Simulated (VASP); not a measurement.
# Bi (P6_3/mmc) in VASP: single point with PBEsol

Aim: the single point of Bi with PBEsol.

Everything below comes from runs of VASP 6.6.1. Logs are shortened: lines on timing, memory, paths and dates and some standing lists are left out, and cuts for length are marked.

## 1. The cell of the first run

Symmetry: P6_3/mmc, No. 194, hexagonal system. The conventional cell has a = 4.539 Å, b = 4.539 Å, c = 11.829 Å, α = 90.00°, β = 90.00°, γ = 120.00°.

This isn't the form of Bi at room conditions, which is rhombohedral.

## 2. Single point, PBEsol

INCAR reads:

```
PREC = Accurate
ENCUT = 520
EDIFF = 1E-7
ISMEAR = 0
SIGMA = 0.15
LREAL = F
LASPH = T
NELM = 60
ALGO = Fast
ISIF = 2
LWAVE = F
LCHARG = F
GGA = PS
NBANDS = 22
```

KPOINTS reads:

```
regular mesh
0
Gamma
  12 12 4
```

POSCAR reads:

```
Bi
1.0
    4.5390002997      0.0000000000      0.0000000000
   -2.2695001499      3.9308895673      0.0000000000
    0.0000000000      0.0000000000     11.8290000000
Bi
2
Direct
    0.3333333333      0.6666666667      0.2500000000
    0.6666666667      0.3333333333      0.7500000000
```

Potentials or basis: VASP PAW PBE potentials, release 64 (Bi_d).

The run is started by

```bash
$ cat potpaw_PBE.64/Bi_d/POTCAR > POTCAR
$ mpirun -np 1 vasp_std > vasp.out
```

OUTCAR:

```text
PREC = Accurate
   ENCUT = 520
   EDIFF = 1E-7
   ISMEAR = 0
   LREAL = F
   LASPH = T
   NELM = 60
   ISIF = 2
   GGA = PS

 ion  position               nearest neighbor table
   1  0.333  0.667  0.250-
   2  0.667  0.333  0.750-

  LATTYP: Found a hexagonal cell.
 ALAT       =     4.5390002997
 C/A-ratio  =     2.6060804624

  Lattice vectors:

 A1 = (   4.5390002997,   0.0000000000,   0.0000000000)
 A2 = (  -2.2695001499,   3.9308895673,   0.0000000000)
 A3 = (   0.0000000000,   0.0000000000,  11.8290000000)

Analysis of symmetry for initial positions (statically):
=====================================================================
 Subroutine PRICEL returns:
 Original cell was already a primitive cell.

 Routine SETGRP: Setting up the symmetry group for a
 hexagonal supercell.

 Subroutine GETGRP returns: Found 24 space group operations
 (whereof 12 operations were pure point group operations)
 out of a pool of 24 trial point group operations.

The static configuration has the point symmetry D_3d.
 The point group associated with its full space group is D_6h.

Analysis of symmetry for dynamics (positions and initial velocities):
=====================================================================
 Subroutine PRICEL returns:
 Original cell was already a primitive cell.

 Routine SETGRP: Setting up the symmetry group for a
 hexagonal supercell.

 Subroutine GETGRP returns: Found 24 space group operations
 (whereof 12 operations were pure point group operations)
 out of a pool of 24 trial point group operations.

The dynamic configuration has the point symmetry D_3d.
 The point group associated with its full space group is D_6h.

 Subroutine INISYM returns: Found 24 space group operations
 (whereof 12 operations are pure point group operations),
 and found     1 'primitive' translations

----------------------------------------------------------------------------------------

                                     Primitive cell

  volume of cell :     211.0567

  direct lattice vectors                    reciprocal lattice vectors
     4.539000300  0.000000000  0.000000000     0.220312830  0.127197672  0.000000000
    -2.269500150  3.930889567  0.000000000     0.000000000  0.254395343  0.000000000
     0.000000000  0.000000000 11.829000000     0.000000000  0.000000000  0.084538000

  length of vectors
     4.539000300  4.539000300 11.829000000     0.254395343  0.254395343  0.084538000

  position of ions in fractional coordinates (direct lattice)
     0.333333333  0.666666667  0.250000000
     0.666666667  0.333333333  0.750000000

  ion indices of the primitive-cell ions
   primitive index   ion index
                 1           1
                 2           2

----------------------------------------------------------------------------------------

 KPOINTS: regular mesh

Automatic generation of k-mesh.
 Grid dimensions read from file:
 generate k-points for:   12   12    4

 Generating k-lattice:

  Cartesian coordinates                     Fractional coordinates (reciprocal lattice)
     0.018359402  0.010599806  0.000000000     0.083333333  0.000000000  0.000000000
     0.000000000  0.021199612  0.000000000     0.000000000  0.083333333  0.000000000
     0.000000000  0.000000000  0.021134500     0.000000000  0.000000000  0.250000000

  Length of vectors
     0.021199612  0.021199612  0.021134500

  Shift w.r.t. Gamma in fractional coordinates (k-lattice)
     0.000000000  0.000000000  0.000000000

 Subroutine IBZKPT returns following result:
 ===========================================

 Found     57 irreducible k-points:

 Following reciprocal coordinates:
            Coordinates               Weight
  0.000000  0.000000  0.000000      1.000000
  0.083333 -0.000000  0.000000      6.000000
  0.166667  0.000000  0.000000      6.000000
  0.250000  0.000000  0.000000      6.000000
  0.333333  0.000000  0.000000      6.000000
  0.416667  0.000000  0.000000      6.000000
[... 16 lines left out ...]
  0.250000  0.000000  0.250000     12.000000
  0.333333  0.000000  0.250000     12.000000
 [... further k-points ...]
   k-points           NKPTS =     57   k-points in BZ     NKDIM =     57   number of bands    NBANDS=     22
   number of dos      NEDOS =    301   number of ions     NIONS =      2
   total plane-waves  NPLWV = 116640
   dimension x,y,z NGX =    36 NGY =   36 NGZ =   90
   dimension x,y,z NGXF=    72 NGYF=   72 NGZF=  180
   ions per type =               2
   NGX,Y,Z   is equivalent  to a cutoff of  13.19, 13.19, 12.65 a.u.
   NGXF,Y,Z  is equivalent  to a cutoff of  26.37, 26.37, 25.30 a.u.
 SYSTEM =  unknown system
   PREC   = accura    normal or accurate (medium, high low for compatibility)
   ISTART =      0    job   : 0-new  1-cont  2-samecut
   ICHARG =      2    charge: 1-file 2-atom 10-const
   ISPIN  =      1    spin polarized calculation?
   LNONCOLLINEAR =      F non collinear calculations
   LSORBIT =      F    spin-orbit coupling
   LASPH  =      T    aspherical Exc in radial PAW
   ENCUT  =  520.0 eV  38.22 Ry    6.18 a.u.   8.44  8.44 21.99*2*pi/ulx,y,z
   NELM   =     60;   NELMIN=  2; NELMDL= -5     # of ELM steps
   EDIFF  = 0.1E-06   stopping-criterion for ELM
   LREAL  =      F    real-space projection
   EDIFFG = 0.1E-05   stopping-criterion for IOM
   NSW    =      0    number of steps for IOM
   IBRION =     -1    ionic relax: 0-MD 1-quasi-New 2-CG
   NFREE  =      0    steps in history (QN), initial steepest desc. (CG)
   ISIF   =      2    stress and relaxation
   ISYM   =      2    0-nonsym 1-usesym 2-fastsym
   POTIM  = 0.5000    time-step for ionic-motion
   TEBEG  =    0.0;   TEEND  =   0.0 temperature during run
   PSTRESS=    0.0 pullay stress
   NELECT =      30.0000    total number of electrons
   NUPDOWN=      -1.0000    fix difference up-down
   EMIN   =  10.00;   EMAX   =-10.00  energy-range for DOS
   EFERMI =   0.00;   METHOD = LEGACY
   ISMEAR =     0;   SIGMA  =   0.15  broadening in eV -4-tet -1-fermi 0-gaus
   EFERMI_NEDOS =   21; number of points for ismear=-14 and -15
   IALGO  =     68    algorithm
   IMIX   =      4    mixing-type and parameters
     AMIX     =   0.40;   BMIX     =  1.00
     AMIX_MAG =   1.60;   BMIX_MAG =  1.00
  volume/ion in A,a.u.               =     105.53       712.14
  Fermi-wavevector in a.u.,A,eV,Ry     =   0.854376  1.614536  9.931679  0.729958
  Thomas-Fermi vector in A             =   1.970962
   LORBIT       =      0    0 simple, 1 ext, 2 COOP (PROOUT), +10 PAW based schemes
   GGA     = PS    functional components
   LHFCALC =     F    Hartree Fock is set to
   AEXX    =    0.0000 exact exchange contribution
   IVDW    =     0    specifies the selected vdW correction
   LEPSILON=     F    determine dielectric tensor
   LRPA    =     F    only Hartree local field effects (RPA)
 non-spin polarized calculation
 RMM-DIIS sequential band-by-band and
 Gauss-broadening in eV      SIGMA  =   0.15
  energy-cutoff  :      520.00
  volume of cell :      211.06
 maximum number of plane-waves:      5785
 NGX is ok and might be reduce to    36
   NGX = 17   NGY = 17   NGZ = 43

 number of electron      29.9999990 magnetization

 Free energy of the ion-electron system (eV)
  ---------------------------------------------------
  ext. energy  EPLUGINS =         0.00000000
  ---------------------------------------------------
  free energy    TOTEN  =        -3.40866385 eV

  energy without entropy =       -3.31620698  energy(sigma->0) =       -3.36243542

 E-fermi :  -1.1364     XC(G=0):  -5.4246

 val. band max:       -1.1396917539   @ k =   0.4167   0.0000   0.2500
 cond. band min:      -1.1311025351   @ k =   0.1667   0.1667   0.0000
 fundamental gap:      0.0085892188
 Fermi energy:        -1.1363934845

 k-point     1 :       0.0000    0.0000    0.0000
  band No.  band energies     occupation
      1     -23.9303      2.00000
      2     -23.9303      2.00000
      3     -23.9303      2.00000
      4     -23.9303      2.00000
      5     -23.9155      2.00000
      6     -23.9155      2.00000
[... 14 lines left out ...]
     21       4.5138      0.00000
     22       4.7296      0.00000

 k-point     2 :       0.0833   -0.0000    0.0000
  band No.  band energies     occupation
      1     -23.9303      2.00000
      2     -23.9303      2.00000
      3     -23.9298      2.00000
      4     -23.9298      2.00000
      5     -23.9156      2.00000
      6     -23.9156      2.00000
[... 14 lines left out ...]
     21       4.7052      0.00000
     22       4.7613      0.00000

 k-point     3 :       0.1667    0.0000    0.0000
  band No.  band energies     occupation
      1     -23.9303      2.00000
      2     -23.9303      2.00000
      3     -23.9285      2.00000
      4     -23.9285      2.00000
      5     -23.9161      2.00000
      6     -23.9161      2.00000
[... 14 lines left out ...]
     21       4.6095      0.00000
     22       5.2001      0.00000

 k-point     4 :       0.2500    0.0000    0.0000
  band No.  band energies     occupation
      1     -23.9304      2.00000
      2     -23.9303      2.00000
      3     -23.9267      2.00000
      4     -23.9267      2.00000
      5     -23.9167      2.00000
      6     -23.9167      2.00000
[... 14 lines left out ...]
     21       4.5558      0.00000
     22       5.0714      0.00000

 k-point     5 :       0.3333    0.0000    0.0000
  band No.  band energies     occupation
      1     -23.9304      2.00000
      2     -23.9304      2.00000
      3     -23.9249      2.00000
      4     -23.9248      2.00000
      5     -23.9173      2.00000
      6     -23.9173      2.00000
[... 417 lines left out ...]
 k-point    22 :       0.1667    0.0000    0.2500
  band No.  band energies     occupation
      1     -23.9303      2.00000
      2     -23.9303      2.00000
      3     -23.9285      2.00000
      4     -23.9285      2.00000
      5     -23.9161      2.00000
      6     -23.9161      2.00000
[... 14 lines left out ...]
     21       4.8698      0.00000
     22       5.1615      0.00000

 k-point    23 :       0.2500    0.0000    0.2500
  band No.  band energies     occupation
      1     -23.9304      2.00000
      2     -23.9303      2.00000
      3     -23.9267      2.00000
      4     -23.9267      2.00000
      5     -23.9167      2.00000
      6     -23.9167      2.00000
[... 14 lines left out ...]
     21       4.7464      0.00000
     22       5.0236      0.00000

 k-point    24 :       0.3333    0.0000    0.2500
  band No.  band energies     occupation
      1     -23.9305      2.00000
      2     -23.9304      2.00000
      3     -23.9249      2.00000
      4     -23.9248      2.00000
      5     -23.9173      2.00000
      6     -23.9173      2.00000
[... 14 lines left out ...]
     21       4.4144      0.00000
     22       4.7011      0.00000

 [... further k-points ...]

------------------------ aborting loop because EDIFF is reached ----------------------------------------

  FORCE on cell =-STRESS in cart. coord.  units (eV):
  Direction    XX          YY          ZZ          XY          YZ          ZX
  --------------------------------------------------------------------------------------
  -------------------------------------------------------------------------------------
  Total       -6.6405210     -6.6405210     -0.5050433      0.0000000      0.0000000      0.0000000
  in kB      -50.4096460    -50.4096460     -3.8338942      0.0000000      0.0000000      0.0000000
  external PRESSURE =     -34.8843954 kB  Pullay stress =       0.0000000 kB

 VOLUME and BASIS-vectors are now :
 -----------------------------------------------------------------------------
  energy-cutoff  :      520.00
  volume of cell :      211.06
      direct lattice vectors                 reciprocal lattice vectors
     4.539000300  0.000000000  0.000000000     0.220312830  0.127197672  0.000000000
    -2.269500150  3.930889567  0.000000000     0.000000000  0.254395343  0.000000000
     0.000000000  0.000000000 11.829000000     0.000000000  0.000000000  0.084538000

 POSITION                                       TOTAL-FORCE (eV/Angst)
 -----------------------------------------------------------------------------------
     -0.00000      2.62059      2.95725         0.000000      0.000000      0.000000
      2.26950      1.31030      8.87175        -0.000000     -0.000000      0.000000
 -----------------------------------------------------------------------------------
    total drift:                               -0.000000      0.000000      0.000000

  FREE ENERGIE OF THE ION-ELECTRON SYSTEM (eV)
  ---------------------------------------------------
  free  energy   TOTEN  =        -3.4086638487 eV

  energy  without entropy=       -3.3162069844  energy(sigma->0) =       -3.36243542
```

It took 11 min on 1 thread of Intel Xeon 8259CL, shared host; peak memory 0.45 GiB.

Results:

```
Free energy            : -3.4087 eV
Pressure               : -3.5 GPa
Band gap on the k mesh : zero (bands 15 and 16 overlap by 2.16 eV)
```

Caveat: the cell stands under tension; the PAW data sets were made with another functional, which shifts forces and pressure a little; spin-orbit coupling is left out, which moves the levels of the heavy elements.
